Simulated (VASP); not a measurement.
Input of a VASP 6.6.1 run:

File INCAR:

```
SYSTEM = MnS
PREC = Accurate
ENCUT = 520
EDIFF = 1E-7
ISMEAR = -1
SIGMA = 0.05
LREAL = .FALSE.
LASPH = .TRUE.
NELM = 150
ALGO = Normal
ISIF = 2
LWAVE = .FALSE.
LCHARG = .FALSE.
ISPIN = 2
MAGMOM = 5 0
LORBIT = 11
NUPDOWN = 5.0
LMAXMIX = 4
GGA = PE
NBANDS = 20
```

The input KPOINTS:

```
Automatic mesh
0
G
  8 8 8
  0 0 0
```

The input POSCAR:

```
MnS
1.0
    1.8299960138      1.0565486912      2.9709202777
   -1.8299960138      1.0565486912      2.9709202777
    0.0000000000     -2.1130973823      2.9709202777
Mn S
1 1
Direct
    0.0000000000      0.0000000000      0.0000000000
    0.5000000000      0.5000000000      0.5000000000
```

Potentials or basis: VASP PAW PBE potentials, release 64 (Mn_pv, S).

Run with:

```sh
$ cat potpaw_PBE.64/Mn_pv/POTCAR potpaw_PBE.64/S/POTCAR > POTCAR
$ mpirun -np 1 vasp_std > vasp.out
```

What does it give for the pressure?

3.1 GPa.

Stress tensor (GPa, compression positive):
```
2.99 0.00 0.00
0.00 2.99 0.00
0.00 0.00 3.45
```

Caveat: the total moment is fixed, so each spin has its own Fermi level; a cell with one magnetic atom can't hold antiferromagnetic order, which such compounds often take.
